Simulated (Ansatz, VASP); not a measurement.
**InSb in VASP and in Ansatz**

```
In Sb
1.0
     4.09226    0.00000    0.00000
     0.00000    4.09226    0.00000
     0.00000    0.00000    8.10989
In Sb
2 2
Cartesian
  2.0461 0.0000 8.0612
  0.0000 2.0461 0.0487
  2.0461 2.0461 4.0549
  0.0000 0.0000 4.0549
```

Alike in both runs: task single point; functional PBE; k mesh 4 × 4 × 2; occupations gaussian, width 0.1 eV; no spin polarisation.

|  | VASP | Ansatz |
| --- | --- | --- |
| version | VASP 6.6.1 | Ansatz 0.2.0 |
| potentials or method | VASP PAW PBE potentials, release 64 (In_d, Sb), cutoff 520 eV | scalar-relativistic, plane waves, PAW |
| valence electrons in the cell | 36 | 56 |

Ansatz gave:

- gap on the k mesh at the Fermi level (eV): none
- pressure (GPa): 2.9
- traceless stress, the component that is largest in VASP (GPa): -6.65
- rms of the force components (eV/Å): 0.038

Q: Which values does VASP return?

A: gap on the k mesh at the Fermi level (eV): none; pressure (GPa): 3.0; traceless stress, the component that is largest in VASP (GPa): -6.68; rms of the force components (eV/Å): 0.038.

Atom by atom the forces differ by 0.000 eV/Å (rms over components). A gap of «none» marks a metal or a gap that the smearing closes. The functional is the same, so the differences come from potentials, cutoffs and numerics. VASP's potentials hold 36 valence electrons a cell and Ansatz's 56, so a difference there can come from the potentials and not from the codes.

The k mesh is coarse, so the values compare programs but aren't converged. Neither program's run includes spin-orbit coupling.
